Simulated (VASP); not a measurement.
Here is a VASP 6.6.1 calculation.

INCAR

```
  PREC = Accurate
  ENCUT = 520
  EDIFF = 1E-6
  ISMEAR = 0
  SIGMA = 0.15
  LREAL = F
  LASPH = T
  NELM = 80
  ALGO = Normal
  ISIF = 2
  LWAVE = F
  LCHARG = T
  LELF = T
  LVHAR = T
  NBANDS = 36
```

Contents of KPOINTS:

```
regular mesh
0
Gamma
  6 6 6
```

The input POSCAR:

```
Ge
1.0
    0.0000000000      2.8857400000      5.1156650000
    2.6304970000      0.0000000000      5.1156650000
    2.6304970000      2.8857400000      0.0000000000
Ge
4
Direct
    0.7818670000      0.7818670000      0.2181330000
    0.2181330000      0.2181330000      0.7818670000
    0.2735100000      0.7264900000      0.2735100000
    0.7264900000      0.2735100000      0.7264900000
```

Potentials or basis: VASP PAW LDA potentials, release 64 (Ge_d).

Command:

```console
$ cat potpaw_LDA.64/Ge_d/POTCAR > POTCAR
$ mpirun -np 1 vasp_std > vasp.out
```

(1) What does it give for the band gap on the k mesh?

(2) Estimate the pressure.

(3) What does it give for the largest force?

Results:

(1) zero (bands 28 and 29 overlap by 3.22 eV).

(2) -5.0 GPa.

(3) 0.020 eV/Å.

Caveat: the cell stands under tension.
